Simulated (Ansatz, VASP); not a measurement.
# Two plane-wave programs on Al

```xyz
4
Lattice="2.7476 0.0000 0.0000 -1.3738 2.3795 0.0000 0.0000 0.0000 9.9337" Properties=species:S:1:pos:R:3 pbc="T T T"
Al    0.0000    0.0000    0.0000
Al    0.0000    1.5863    2.4834
Al    0.0000    0.0000    4.9669
Al    1.3738    0.7932    7.4503
```

Alike in both runs: task single point; functional PBEsol; k mesh 24 × 24 × 6; occupations gaussian, width 0.15 eV; no spin polarisation.

|  | VASP | Ansatz |
| --- | --- | --- |
| version | VASP 6.6.1 | Ansatz 0.2.0 |
| potentials or method | VASP PAW PBE potentials, release 64 (Al), cutoff 520 eV | scalar-relativistic, plane waves, PAW |
| valence electrons in the cell | 12 | 12 |

```tsv
	VASP	Ansatz	Ansatz less VASP
gap on the k mesh at the Fermi level (eV)	none	none	-
pressure (GPa)	1.2	1.2	-0.07
traceless stress, the component that is largest in VASP (GPa)	-5.06	-5.02	+0.041
```

VASP's potentials were made for PBE, not for PBEsol. A gap of «none» marks a metal or a gap that the smearing closes.
